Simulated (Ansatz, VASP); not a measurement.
## Te2Mo: VASP beside Ansatz

Contents of POSCAR:

```
Te2Mo
1.0
    3.6146750190      0.0000000000      0.0000000000
   -1.8073375095      3.1304003929      0.0000000000
    0.0000000000      0.0000000000     17.5238001931
Te Mo
2 1
Direct
    0.3333333333      0.6666666667      0.8979077081
    0.3333333333      0.6666666667      0.1020922919
    0.0000000000      0.0000000000      0.0000000000
```

Contents of INCAR.step1:

```
SYSTEM = Te2Mo
PREC     = Accurate       ! precision mode
ENCUT    = 520            ! plane-wave cutoff, eV
ISMEAR   = 0              ! smearing method
SIGMA    = 0.05           ! smearing width, eV
LREAL    = .FALSE.        ! projectors in reciprocal space
LASPH    = .TRUE.         ! aspherical terms in the spheres
NELM     = 60             ! most SCF steps
NBANDS   = 20             ! bands
GGA      = PE             ! functional
ALGO     = Normal         ! electronic algorithm
EDIFF    = 1E-4           ! SCF threshold, eV
LWAVE    = .TRUE.         ! write WAVECAR
LCHARG   = .FALSE.        ! write CHGCAR
```

File INCAR.step2:

```
SYSTEM = Te2Mo
PREC     = Accurate       ! precision mode
ENCUT    = 520            ! plane-wave cutoff, eV
EDIFF    = 1E-6           ! SCF threshold, eV
ISMEAR   = 0              ! smearing method
SIGMA    = 0.05           ! smearing width, eV
LREAL    = .FALSE.        ! projectors in reciprocal space
LASPH    = .TRUE.         ! aspherical terms in the spheres
NELM     = 60             ! most SCF steps
ALGO     = Normal         ! electronic algorithm
ISIF     = 2              ! what is computed and relaxed
LWAVE    = .FALSE.        ! write WAVECAR
LCHARG   = .FALSE.        ! write CHGCAR
METAGGA  = R2SCAN         ! meta-GGA
LMIXTAU  = .TRUE.       
NBANDS   = 20             ! bands
ISTART   = 1
```

KPOINTS

```
Automatic mesh
0
G
  12 12 2
  0 0 0
```

Input for Ansatz:

```yaml
crystal:
  lattice:
    - [3.614675019, 0.0, 0.0]
    - [-1.8073375095, 3.1304003929, 0.0]
    - [0.0, 0.0, 17.5238001931]
  atoms:
    - { symbol: Te, position: [0.3333333333, 0.6666666667, 0.8979077081] }
    - { symbol: Te, position: [0.3333333333, 0.6666666667, 0.1020922919] }
    - { symbol: Mo, position: [0.0, 0.0, 0.0] }
basis:
  ecutwfc: 500
kpoints:
  mp_grid: { grid: [12, 12, 2] }
hamiltonian:
  xc: r2scan
scf:
  occupations: { method: gaussian, width: 0.05 }
output:
  forces: true
  stress: true
  eigenvalues: true
```

Change from the starting cell: strain +0.0150 x Voigt [1, 1, 0, 0, 0, 0], atoms carried along.

Alike in both runs: task single point; functional r2SCAN; k mesh 12 × 12 × 2; occupations gaussian, width 0.05 eV; no spin polarisation.

|  | VASP | Ansatz |
| --- | --- | --- |
| version | VASP 6.6.1 | Ansatz 0.2.0 |
| potentials or method | VASP PAW PBE potentials, release 64 (Te, Mo_sv), cutoff 520 eV | scalar-relativistic, plane waves, PAW |
| valence electrons in the cell | 26 | 46 |

|  | VASP | Ansatz | Ansatz less VASP |
| --- | --- | --- | --- |
| gap on the k mesh at the Fermi level (eV) | 1.02 | 1.02 | -0.002 |
| least direct gap on the mesh (eV) | 1.02 | 1.02 | -0.002 |
| rms of the force components (eV/Å) | 0.109 | 0.121 | +0.0118 |

VASP's potentials were made for PBE, not for r2SCAN. Atom by atom the forces differ by 0.012 eV/Å (rms over components). With one functional, cell and mesh, what is left measures potentials, basis and numerics. VASP's potentials hold 26 valence electrons a cell and Ansatz's 46, so a difference there can come from the potentials and not from the codes.

Spin-orbit coupling is off throughout.
